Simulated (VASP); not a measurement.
# YTl (P4/mmm) in VASP: notebook

Runs on YTl. Level: LDA. Tasks: electric field gradients.

All numbers are computed with VASP 6.6.1; they aren't measurements. Logs are shortened: lines on timing, memory, paths and dates and some standing lists are left out, and cuts for length are marked.

## Step 1: The cell of the first run

It takes space group P4/mmm (No. 123, tetragonal). The conventional cell has a = 3.789 Å, b = 3.789 Å, c = 3.751 Å, α = 90.00°, β = 90.00°, γ = 90.00°. Within 4.3 Å of Y (site symmetry 4/mmm) lie 8 Tl at 3.27 Å and 6 Y at 3.75 to 3.79 Å. Within 4.3 Å of Tl (site symmetry 4/mmm) lie 8 Y at 3.27 Å and 6 Tl at 3.75 to 3.79 Å.

## Step 2: Electric field gradients, LDA (equal xx and yy strain of +1 %)

The input, INCAR:

```
PREC = Accurate
ENCUT = 520
EDIFF = 1E-8
ISMEAR = -1
SIGMA = 0.08
LREAL = F
LASPH = T
NELM = 80
ALGO = Normal
ISIF = 2
LWAVE = F
LCHARG = F
GGA = CA
LEFG = T
NBANDS = 19
```

The input, KPOINTS:

```
regular mesh
0
Gamma
  11 11 11
```

The input, POSCAR:

```
YTl
1.0
    3.7885100000      0.0000000000      0.0000000000
    0.0000000000      3.7885100000      0.0000000000
    0.0000000000      0.0000000000      3.7510000000
Y Tl
1 1
Direct
    0.5000000000      0.5000000000      0.5000000000
    0.0000000000      0.0000000000      0.0000000000
```

Potentials or basis: VASP PAW LDA potentials, release 64 (Y_sv, Tl_d).

The run is started by

```bash
$ cat potpaw_LDA.64/Y_sv/POTCAR potpaw_LDA.64/Tl_d/POTCAR > POTCAR
$ mpirun -np 1 vasp_std > vasp.out
```

OUTCAR:

```text
PREC = Accurate
   ENCUT = 520
   EDIFF = 1E-8
   ISMEAR = -1
   LREAL = F
   LASPH = T
   NELM = 80
   ISIF = 2
   GGA = CA

 ion  position               nearest neighbor table
   1  0.500  0.500  0.500-   2 3.27   2 3.27   2 3.27   2 3.27   2 3.27   2 3.27   2 3.27   2 3.27

   2  0.000  0.000  0.000-   1 3.27   1 3.27   1 3.27   1 3.27   1 3.27   1 3.27   1 3.27   1 3.27

  LATTYP: Found a simple tetragonal cell.
 ALAT       =     3.7885100000
 C/A-ratio  =     0.9900990099

  Lattice vectors:

 A1 = (   3.7885100000,   0.0000000000,   0.0000000000)
 A2 = (   0.0000000000,   3.7885100000,   0.0000000000)
 A3 = (   0.0000000000,   0.0000000000,   3.7510000000)

Analysis of symmetry for initial positions (statically):
=====================================================================
 Subroutine PRICEL returns:
 Original cell was already a primitive cell.

 Routine SETGRP: Setting up the symmetry group for a
 simple tetragonal supercell.

 Subroutine GETGRP returns: Found 16 space group operations
 (whereof 16 operations were pure point group operations)
 out of a pool of 16 trial point group operations.

The static configuration has the point symmetry D_4h.

Analysis of symmetry for dynamics (positions and initial velocities):
=====================================================================
 Subroutine PRICEL returns:
 Original cell was already a primitive cell.

 Routine SETGRP: Setting up the symmetry group for a
 simple tetragonal supercell.

 Subroutine GETGRP returns: Found 16 space group operations
 (whereof 16 operations were pure point group operations)
 out of a pool of 16 trial point group operations.

The dynamic configuration has the point symmetry D_4h.

 Subroutine INISYM returns: Found 16 space group operations
 (whereof 16 operations are pure point group operations),
 and found     1 'primitive' translations

----------------------------------------------------------------------------------------

                                     Primitive cell

  volume of cell :      53.8374

  direct lattice vectors                    reciprocal lattice vectors
     3.788510000  0.000000000  0.000000000     0.263956014  0.000000000  0.000000000
     0.000000000  3.788510000  0.000000000     0.000000000  0.263956014  0.000000000
     0.000000000  0.000000000  3.751000000     0.000000000  0.000000000  0.266595575

  length of vectors
     3.788510000  3.788510000  3.751000000     0.263956014  0.263956014  0.266595575

  position of ions in fractional coordinates (direct lattice)
     0.500000000  0.500000000  0.500000000
     0.000000000  0.000000000  0.000000000

  ion indices of the primitive-cell ions
   primitive index   ion index
                 1           1
                 2           2

----------------------------------------------------------------------------------------

 KPOINTS: regular mesh

Automatic generation of k-mesh.
 Grid dimensions read from file:
 generate k-points for:   11   11   11

 Generating k-lattice:

  Cartesian coordinates                     Fractional coordinates (reciprocal lattice)
     0.023996001  0.000000000  0.000000000     0.090909091  0.000000000  0.000000000
     0.000000000  0.023996001  0.000000000     0.000000000  0.090909091  0.000000000
     0.000000000  0.000000000  0.024235961     0.000000000  0.000000000  0.090909091

  Length of vectors
     0.023996001  0.023996001  0.024235961

  Shift w.r.t. Gamma in fractional coordinates (k-lattice)
     0.000000000  0.000000000  0.000000000

 Subroutine IBZKPT returns following result:
 ===========================================

 Found    126 irreducible k-points:

 Following reciprocal coordinates:
            Coordinates               Weight
  0.000000  0.000000  0.000000      1.000000
  0.090909  0.000000  0.000000      4.000000
  0.181818  0.000000  0.000000      4.000000
  0.272727  0.000000  0.000000      4.000000
  0.363636  0.000000  0.000000      4.000000
  0.454545  0.000000  0.000000      4.000000
[... 16 lines left out ...]
  0.090909  0.000000  0.090909      8.000000
  0.181818  0.000000  0.090909      8.000000
 [... further k-points ...]
   k-points           NKPTS =    126   k-points in BZ     NKDIM =    126   number of bands    NBANDS=     19
   number of dos      NEDOS =    301   number of ions     NIONS =      2
   total plane-waves  NPLWV =  21952
   dimension x,y,z NGX =    28 NGY =   28 NGZ =   28
   dimension x,y,z NGXF=    56 NGYF=   56 NGZF=   56
   ions per type =               1   1
   NGX,Y,Z   is equivalent  to a cutoff of  12.29, 12.29, 12.41 a.u.
   NGXF,Y,Z  is equivalent  to a cutoff of  24.57, 24.57, 24.82 a.u.
 SYSTEM =  unknown system
   PREC   = accura    normal or accurate (medium, high low for compatibility)
   ISTART =      0    job   : 0-new  1-cont  2-samecut
   ICHARG =      2    charge: 1-file 2-atom 10-const
   ISPIN  =      1    spin polarized calculation?
   LNONCOLLINEAR =      F non collinear calculations
   LSORBIT =      F    spin-orbit coupling
   LASPH  =      T    aspherical Exc in radial PAW
   ENCUT  =  520.0 eV  38.22 Ry    6.18 a.u.   7.04  7.04  6.97*2*pi/ulx,y,z
   NELM   =     80;   NELMIN=  2; NELMDL= -5     # of ELM steps
   EDIFF  = 0.1E-07   stopping-criterion for ELM
   LREAL  =      F    real-space projection
   EDIFFG = 0.1E-06   stopping-criterion for IOM
   NSW    =      0    number of steps for IOM
   IBRION =     -1    ionic relax: 0-MD 1-quasi-New 2-CG
   NFREE  =      0    steps in history (QN), initial steepest desc. (CG)
   ISIF   =      2    stress and relaxation
   ISYM   =      2    0-nonsym 1-usesym 2-fastsym
   POTIM  = 0.5000    time-step for ionic-motion
   TEBEG  =    0.0;   TEEND  =   0.0 temperature during run
   PSTRESS=    0.0 pullay stress
   NELECT =      24.0000    total number of electrons
   NUPDOWN=      -1.0000    fix difference up-down
   EMIN   =  10.00;   EMAX   =-10.00  energy-range for DOS
   EFERMI =   0.00;   METHOD = LEGACY
   ISMEAR =    -1;   SIGMA  =   0.08  broadening in eV -4-tet -1-fermi 0-gaus
   EFERMI_NEDOS =   21; number of points for ismear=-14 and -15
   IALGO  =     38    algorithm
   IMIX   =      4    mixing-type and parameters
     AMIX     =   0.40;   BMIX     =  1.00
     AMIX_MAG =   1.60;   BMIX_MAG =  1.00
  volume/ion in A,a.u.               =      26.92       181.66
  Fermi-wavevector in a.u.,A,eV,Ry     =   1.250597  2.363285 21.279403  1.563992
  Thomas-Fermi vector in A             =   2.384583
   LORBIT       =      0    0 simple, 1 ext, 2 COOP (PROOUT), +10 PAW based schemes
   GGA     = CA    functional components
   LHFCALC =     F    Hartree Fock is set to
   AEXX    =    0.0000 exact exchange contribution
   IVDW    =     0    specifies the selected vdW correction
   LEPSILON=     F    determine dielectric tensor
   LRPA    =     F    only Hartree local field effects (RPA)
 non-spin polarized calculation
  energy-cutoff  :      520.00
  volume of cell :       53.84
 maximum number of plane-waves:      1464
   NGX = 15   NGY = 15   NGZ = 13

 number of electron      24.0000002 magnetization

 Free energy of the ion-electron system (eV)
  ---------------------------------------------------
  ext. energy  EPLUGINS =         0.00000000
  ---------------------------------------------------
  free energy    TOTEN  =       -10.86914100 eV

  energy without entropy =      -10.83927382  energy(sigma->0) =      -10.85420741

 E-fermi :   5.7538     XC(G=0): -10.6457

 val. band max:        5.7504906229   @ k =   0.0909   0.0000   0.3636
 cond. band min:       5.7633021414   @ k =   0.4545   0.0000   0.1818
 fundamental gap:      0.0128115185
 Fermi energy:         5.7538470588

 k-point     1 :       0.0000    0.0000    0.0000
  band No.  band energies     occupation
      1     -37.1266      2.00000
      2     -17.1686      2.00000
      3     -17.1686      2.00000
      4     -17.1555      2.00000
      5      -5.9346      2.00000
      6      -5.9255      2.00000
[... 11 lines left out ...]
     18       9.1564      0.00000
     19      11.0375      0.00000

 k-point     2 :       0.0909    0.0000    0.0000
  band No.  band energies     occupation
      1     -37.1256      2.00000
      2     -17.1855      2.00000
      3     -17.1675      2.00000
      4     -17.1545      2.00000
      5      -5.9299      2.00000
      6      -5.9061      2.00000
[... 11 lines left out ...]
     18       9.9294      0.00000
     19      11.7426      0.00000

 k-point     3 :       0.1818    0.0000    0.0000
  band No.  band energies     occupation
      1     -37.1231      2.00000
      2     -17.2306      2.00000
      3     -17.1647      2.00000
      4     -17.1516      2.00000
      5      -5.9210      2.00000
      6      -5.8509      2.00000
[... 11 lines left out ...]
     18      10.8975      0.00000
     19      12.7888      0.00000

 k-point     4 :       0.2727    0.0000    0.0000
  band No.  band energies     occupation
      1     -37.1198      2.00000
      2     -17.2888      2.00000
      3     -17.1609      2.00000
      4     -17.1479      2.00000
      5      -5.9098      2.00000
      6      -5.7791      2.00000
[... 11 lines left out ...]
     18      11.9437      0.00000
     19      13.3967      0.00000

 k-point     5 :       0.3636    0.0000    0.0000
  band No.  band energies     occupation
      1     -37.1168      2.00000
      2     -17.3416      2.00000
      3     -17.1575      2.00000
      4     -17.1445      2.00000
      5      -5.8996      2.00000
      6      -5.7479      2.00000
[... 11 lines left out ...]
     18      13.0660      0.00000
     19      13.3683      0.00000
[... 334 lines left out ...]
      2     -17.3360      2.00000
      3     -17.3350      2.00000
      4     -17.1214      2.00000
      5      -5.9328      2.00000
      6      -5.8123      2.00000
[... 11 lines left out ...]
     18      11.3003      0.00000
     19      11.5748      0.00000

 k-point    22 :       0.0000    0.0000    0.0909
  band No.  band energies     occupation
      1     -37.1255      2.00000
      2     -17.1740      2.00000
      3     -17.1674      2.00000
      4     -17.1674      2.00000
      5      -5.9222      2.00000
      6      -5.9121      2.00000
[... 11 lines left out ...]
     18       9.8518      0.00000
     19      11.7664      0.00000

 k-point    23 :       0.0909    0.0000    0.0909
  band No.  band energies     occupation
      1     -37.1246      2.00000
      2     -17.1844      2.00000
      3     -17.1724      2.00000
      4     -17.1662      2.00000
      5      -5.9131      2.00000
      6      -5.8973      2.00000
[... 11 lines left out ...]
     18      10.2681      0.00000
     19      12.4986      0.00000

 k-point    24 :       0.1818    0.0000    0.0909
  band No.  band energies     occupation
      1     -37.1221      2.00000
      2     -17.2289      2.00000
      3     -17.1693      2.00000
      4     -17.1632      2.00000
      5      -5.9043      2.00000
      6      -5.8426      2.00000
[... 11 lines left out ...]
     18      11.0671      0.00000
     19      13.5772      0.00000

 [... further k-points ...]

------------------------ aborting loop because EDIFF is reached ----------------------------------------

  FORCE on cell =-STRESS in cart. coord.  units (eV):
  Direction    XX          YY          ZZ          XY          YZ          ZX
  --------------------------------------------------------------------------------------
  -------------------------------------------------------------------------------------
  Total       -1.3536765     -1.3536765     -1.3122772      0.0000000     -0.0000000      0.0000000
  in kB      -40.2848304    -40.2848304    -39.0528043      0.0000000     -0.0000000      0.0000000
  external PRESSURE =     -39.8741550 kB  Pullay stress =       0.0000000 kB

 VOLUME and BASIS-vectors are now :
 -----------------------------------------------------------------------------
  energy-cutoff  :      520.00
  volume of cell :       53.84
      direct lattice vectors                 reciprocal lattice vectors
     3.788510000  0.000000000  0.000000000     0.263956014  0.000000000  0.000000000
     0.000000000  3.788510000  0.000000000     0.000000000  0.263956014  0.000000000
     0.000000000  0.000000000  3.751000000     0.000000000  0.000000000  0.266595575

 POSITION                                       TOTAL-FORCE (eV/Angst)
 -----------------------------------------------------------------------------------
      1.89426      1.89426      1.87550         0.000000      0.000000      0.000000
      0.00000      0.00000      0.00000         0.000000      0.000000      0.000000
 -----------------------------------------------------------------------------------
    total drift:                               -0.000000      0.000000      0.000000

  FREE ENERGIE OF THE ION-ELECTRON SYSTEM (eV)
  ---------------------------------------------------
  free  energy   TOTEN  =       -10.8691410040 eV

  energy  without entropy=      -10.8392738150  energy(sigma->0) =      -10.85420741

 Electric field gradients (V/A^2)
---------------------------------------------------------------------
 ion       V_xx      V_yy      V_zz      V_xy      V_xz      V_yz
---------------------------------------------------------------------
   1       0.365     0.365    -0.731    -0.000     0.000    -0.000
   2      -4.578    -4.578     9.156     0.000    -0.000    -0.000
---------------------------------------------------------------------

 Electric field gradients after diagonalization (V/A^2)
 (convention: |V_zz| > |V_xx| > |V_yy|)
----------------------------------------------------------------------
 ion       V_xx      V_yy      V_zz     asymmetry (V_yy - V_xx)/ V_zz
----------------------------------------------------------------------
   1       0.365     0.365    -0.731       0.000
   2      -4.578    -4.578     9.156       0.000
----------------------------------------------------------------------

           NMR quadrupolar parameters

 Cq : quadrupolar parameter    Cq=e*Q*V_zz/h
 eta: asymmetry parameters     (V_yy - V_xx)/ V_zz
 Q  : nuclear electric quadrupole moment in mb (millibarn)
----------------------------------------------------------------------
 ion       Cq(MHz)       eta       Q (mb)
----------------------------------------------------------------------
   1      -0.002       0.000       1.000
   2       0.022       0.000       1.000
----------------------------------------------------------------------
```

It took 85 s on 1 thread of Intel Xeon 8259CL, shared host; peak memory 0.26 GiB.

What came out:

- Free energy: -10.8691 eV
- Pressure: -4.0 GPa
- Band gap on the k mesh: zero (bands 12 and 13 overlap by 2.17 eV)
- Largest electric field gradient by atom: Y -0.7; Tl +9.2 V/Å²

Stress tensor (GPa, compression positive):
```
-4.03  0.00  0.00
 0.00 -4.03  0.00
 0.00  0.00 -3.91
```

Electric field gradients, principal values (V/Å²):
| atom | least | middle | greatest (by size) |
| --- | --- | --- | --- |
| 1 Y | 0.365 | 0.365 | -0.731 |
| 2 Tl | -4.578 | -4.578 | 9.156 |

Caveat: the cell differs from its parent crystal (equal xx and yy strain of +1 %); the cell stands under tension; without QUAD_EFG the Cq values of the log hold for a quadrupole moment of 1 mb, not for the nuclei; spin-orbit coupling is left out, which moves the levels of the heavy elements.

[end of part 1 of 2]
